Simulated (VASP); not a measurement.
# Si6Sb3Au (Fm-3m) in VASP: further runs, part 2 of 2

VASP 6.6.1. Earlier steps stand in the parts before.

## (3) Relaxation of cell and atoms, PBE

This run uses another cell than the first one, of 26.91 Å³/atom.

The input, INCAR:

```
PREC     = Accurate       # precision mode
ENCUT    = 600            # plane-wave cutoff, eV
EDIFF    = 1E-6           # SCF threshold, eV
ISMEAR   = 0              # smearing method
SIGMA    = 0.1            # smearing width, eV
LREAL    = F              # projectors in reciprocal space
LASPH    = T              # aspherical terms in the spheres
NELM     = 80             # most SCF steps
ALGO     = Normal         # electronic algorithm
ISIF     = 3              # what is computed and relaxed
LWAVE    = F              # write WAVECAR
LCHARG   = F              # write CHGCAR
GGA      = PE             # functional
IBRION   = 2              # ionic algorithm
NSW      = 100            # ionic steps
EDIFFG   = -0.01          # ionic threshold
```

The input, KPOINTS:

```
regular mesh
0
Gamma
  6 6 6
```

The input, POSCAR:

```
Si6Sb3Au
1.0
    0.0000000000      5.1241536319      5.1241536319
    5.1241536319      0.0000000000      5.1241536319
    5.1241536319      5.1241536319      0.0000000000
Si Sb Au
6 3 1
Direct
    0.5000000000      0.0000000000      0.0000000000
    0.0000000000      0.5000000000      0.5000000000
    0.0000000000      0.5000000000      0.0000000000
    0.5000000000      0.0000000000      0.5000000000
    0.0000000000      0.0000000000      0.5000000000
    0.5000000000      0.5000000000      0.0000000000
    0.2500000000      0.2500000000      0.2500000000
    0.7500000000      0.7500000000      0.7500000000
    0.5000000000      0.5000000000      0.5000000000
    0.0000000000      0.0000000000      0.0000000000
```

Potentials or basis: VASP PAW PBE potentials, release 64 (Si, Sb, Au).

Command:

```console
$ cat potpaw_PBE.64/Si/POTCAR potpaw_PBE.64/Sb/POTCAR potpaw_PBE.64/Au/POTCAR > POTCAR
$ mpirun -np 1 vasp_std > vasp.out
```

OUTCAR:

```text
PREC = Accurate
   ENCUT = 600
   EDIFF = 1E-6
   ISMEAR = 0
   LREAL = F
   LASPH = T
   NELM = 80
   ISIF = 3
   GGA = PE
   IBRION = 2
   NSW = 100
   EDIFFG = -0.01

 ion  position               nearest neighbor table
   1  0.500  0.000  0.000-   7 2.56   8 2.56
   2  0.000  0.500  0.500-   7 2.56   8 2.56
   3  0.000  0.500  0.000-   7 2.56   8 2.56
   4  0.500  0.000  0.500-   7 2.56   8 2.56
   5  0.000  0.000  0.500-   7 2.56   8 2.56
   6  0.500  0.500  0.000-   7 2.56   8 2.56
   7  0.250  0.250  0.250-   1 2.56   2 2.56   3 2.56   4 2.56   5 2.56   6 2.56
   8  0.750  0.750  0.750-   1 2.56   2 2.56   3 2.56   4 2.56   5 2.56   6 2.56
   9  0.500  0.500  0.500-
  10  0.000  0.000  0.000-

  LATTYP: Found a face centered cubic cell.
 ALAT       =    10.2483072638

  Lattice vectors:

 A1 = (   0.0000000000,   5.1241536319,   5.1241536319)
 A2 = (   5.1241536319,   0.0000000000,   5.1241536319)
 A3 = (   5.1241536319,   5.1241536319,   0.0000000000)

Analysis of symmetry for initial positions (statically):
=====================================================================
 Subroutine PRICEL returns:
 Original cell was already a primitive cell.

 Routine SETGRP: Setting up the symmetry group for a
 face centered cubic supercell.

 Subroutine GETGRP returns: Found 48 space group operations
 (whereof 48 operations were pure point group operations)
 out of a pool of 48 trial point group operations.

The static configuration has the point symmetry O_h .

Analysis of symmetry for dynamics (positions and initial velocities):
=====================================================================
 Subroutine PRICEL returns:
 Original cell was already a primitive cell.

 Routine SETGRP: Setting up the symmetry group for a
 face centered cubic supercell.

 Subroutine GETGRP returns: Found 48 space group operations
 (whereof 48 operations were pure point group operations)
 out of a pool of 48 trial point group operations.

The dynamic configuration has the point symmetry O_h .

 Subroutine INISYM returns: Found 48 space group operations
 (whereof 48 operations are pure point group operations),
 and found     1 'primitive' translations

----------------------------------------------------------------------------------------

                                     Primitive cell

  volume of cell :     269.0893

  direct lattice vectors                    reciprocal lattice vectors
     0.000000000  5.124153632  5.124153632    -0.097577090  0.097577090  0.097577090
     5.124153632  0.000000000  5.124153632     0.097577090 -0.097577090  0.097577090
     5.124153632  5.124153632  0.000000000     0.097577090  0.097577090 -0.097577090

  length of vectors
[... 138 lines left out ...]

  energy without entropy =      -34.77668320  energy(sigma->0) =      -34.79348297

------------------------ aborting loop because EDIFF is reached ----------------------------------------

  FORCE on cell =-STRESS in cart. coord.  units (eV):
  Direction    XX          YY          ZZ          XY          YZ          ZX
  --------------------------------------------------------------------------------------
  -------------------------------------------------------------------------------------
  Total        0.2075862      0.2075862      0.2075862      0.0000000      0.0000000     -0.0000000
  in kB        1.2359833      1.2359833      1.2359833      0.0000000      0.0000000     -0.0000000
  external PRESSURE =       1.2359833 kB  Pullay stress =       0.0000000 kB

 VOLUME and BASIS-vectors are now :
 -----------------------------------------------------------------------------
  energy-cutoff  :      600.00
  volume of cell :      269.09
      direct lattice vectors                 reciprocal lattice vectors
     0.000000000  5.124153632  5.124153632    -0.097577090  0.097577090  0.097577090
     5.124153632  0.000000000  5.124153632     0.097577090 -0.097577090  0.097577090
     5.124153632  5.124153632  0.000000000     0.097577090  0.097577090 -0.097577090

 POSITION                                       TOTAL-FORCE (eV/Angst)
 -----------------------------------------------------------------------------------
      0.00000      2.56208      2.56208        -0.000000      0.000000     -0.000000
      5.12415      2.56208      2.56208        -0.000000      0.000000     -0.000000
      2.56208      0.00000      2.56208        -0.000000      0.000000     -0.000000
      2.56208      5.12415      2.56208        -0.000000      0.000000     -0.000000
      2.56208      2.56208      0.00000        -0.000000      0.000000     -0.000000
      2.56208      2.56208      5.12415        -0.000000      0.000000     -0.000000
      2.56208      2.56208      2.56208         0.000000      0.000000      0.000000
      7.68623      7.68623      7.68623         0.000000     -0.000000     -0.000000
      5.12415      5.12415      5.12415        -0.000000      0.000000     -0.000000
      0.00000      0.00000      0.00000        -0.000000      0.000000     -0.000000
 -----------------------------------------------------------------------------------
    total drift:                                0.000000      0.000000     -0.000000

  FREE ENERGIE OF THE ION-ELECTRON SYSTEM (eV)
  ---------------------------------------------------
  free  energy   TOTEN  =       -34.8102827519 eV

  energy  without entropy=      -34.7766831968  energy(sigma->0) =      -34.79348297

--------------------------------------- Ionic step        2  -------------------------------------------

 number of electron      50.0000000 magnetization

 Free energy of the ion-electron system (eV)
  ---------------------------------------------------
  ext. energy  EPLUGINS =         0.00000000
  ---------------------------------------------------
  free energy    TOTEN  =       -34.81056382 eV

  energy without entropy =      -34.77658935  energy(sigma->0) =      -34.79357659

 E-fermi :   4.9446     XC(G=0):  -9.1832

 val. band max:        4.9371157369   @ k =  -0.3333   0.3333   0.0000
 cond. band min:       4.9673015820   @ k =   0.3333   0.1667   0.0000
 fundamental gap:      0.0301858451
 Fermi energy:         4.9446240485

 k-point     1 :       0.0000    0.0000    0.0000
  band No.  band energies     occupation
      1      -7.5330      2.00000
      2      -6.2241      2.00000
      3      -3.4891      2.00000
      4      -3.2693      2.00000
      5      -3.2693      2.00000
      6      -3.2693      2.00000
[... 533 lines left out ...]
     30       6.0564      0.00000
     31       6.1313      0.00000

------------------------ aborting loop because EDIFF is reached ----------------------------------------

  FORCE on cell =-STRESS in cart. coord.  units (eV):
  Direction    XX          YY          ZZ          XY          YZ          ZX
  --------------------------------------------------------------------------------------
  -------------------------------------------------------------------------------------
  Total       -0.0004790     -0.0004790     -0.0004790     -0.0000000      0.0000000     -0.0000000
  in kB       -0.0028437     -0.0028437     -0.0028437     -0.0000000      0.0000000     -0.0000000
  external PRESSURE =      -0.0028437 kB  Pullay stress =       0.0000000 kB

 VOLUME and BASIS-vectors are now :
 -----------------------------------------------------------------------------
  energy-cutoff  :      600.00
  volume of cell :      269.90
      direct lattice vectors                 reciprocal lattice vectors
     0.000000000  5.129285220  5.129285220    -0.097479469  0.097479469  0.097479469
     5.129285220  0.000000000  5.129285220     0.097479469 -0.097479469  0.097479469
     5.129285220  5.129285220 -0.000000000     0.097479469  0.097479469 -0.097479469

 POSITION                                       TOTAL-FORCE (eV/Angst)
 -----------------------------------------------------------------------------------
     10.25857      7.69393      7.69393         0.000000      0.000000      0.000000
      5.12929      2.56464      2.56464         0.000000      0.000000      0.000000
      7.69393      5.12929      2.56464         0.000000      0.000000      0.000000
      7.69393      5.12929      7.69393         0.000000      0.000000      0.000000
      7.69393      2.56464      5.12929         0.000000      0.000000      0.000000
      7.69393      7.69393      5.12929         0.000000      0.000000      0.000000
      2.56464      2.56464      2.56464        -0.000000     -0.000000      0.000000
      7.69393      7.69393      7.69393        -0.000000      0.000000     -0.000000
      5.12929      5.12929      5.12929         0.000000      0.000000      0.000000
     10.25857      5.12929      5.12929         0.000000      0.000000      0.000000
 -----------------------------------------------------------------------------------
    total drift:                                0.000000      0.000000     -0.000000

  FREE ENERGIE OF THE ION-ELECTRON SYSTEM (eV)
  ---------------------------------------------------
  free  energy   TOTEN  =       -34.8105638197 eV

  energy  without entropy=      -34.7765893507  energy(sigma->0) =      -34.79357659

 reached required accuracy - stopping structural energy minimisation
```

It took 9.3 min on 1 thread of Intel Xeon 8259CL, shared host; peak memory 0.59 GiB.

Results:

```yaml
Free_energy: -34.8106 eV
Relaxed_volume: 26.99 Å³/atom
Relaxed_cell: a = 7.254 Å, b = 7.254 Å, c = 7.254 Å, α = 60.00°, β = 60.00°, γ = 60.00°
Space_group_after_relaxing_to_0.1_Å: Fm-3m (No. 225)
Energy_gained_by_relaxing: 0.0 meV/atom
Ionic_steps: 2
Pressure_after_relaxing: 0.0 GPa
Band_gap_on_the_k_mesh: zero (bands 25 and 26 overlap by 1.14 eV)
```

Step by step:
```csv
step,energy change (eV),largest force (eV/Å),pressure (GPa),volume (Å³)
1,0.0000,0.0000,0.12,269.09
2,-0.0003,0.0000,0.00,269.90
```

Final structure:
```cif
data_structure
_symmetry_space_group_name_H-M 'P 1'
_symmetry_Int_Tables_number 1
_cell_length_a 7.2539
_cell_length_b 7.2539
_cell_length_c 7.2539
_cell_angle_alpha 60.000
_cell_angle_beta 60.000
_cell_angle_gamma 60.000
_cell_volume 269.90
loop_
_atom_site_label
_atom_site_type_symbol
_atom_site_fract_x
_atom_site_fract_y
_atom_site_fract_z
_atom_site_occupancy
Si1 Si 0.50000 0.00000 0.00000 1
Si2 Si 0.00000 0.50000 0.50000 1
Si3 Si 0.00000 0.50000 0.00000 1
Si4 Si 0.50000 0.00000 0.50000 1
Si5 Si 0.00000 0.00000 0.50000 1
Si6 Si 0.50000 0.50000 0.00000 1
Sb1 Sb 0.25000 0.25000 0.25000 1
Sb2 Sb 0.75000 0.75000 0.75000 1
Sb3 Sb 0.50000 0.50000 0.50000 1
Au1 Au 0.00000 0.00000 0.00000 1
```

Caveat: spin-orbit coupling is left out, which moves the levels of the heavy elements.
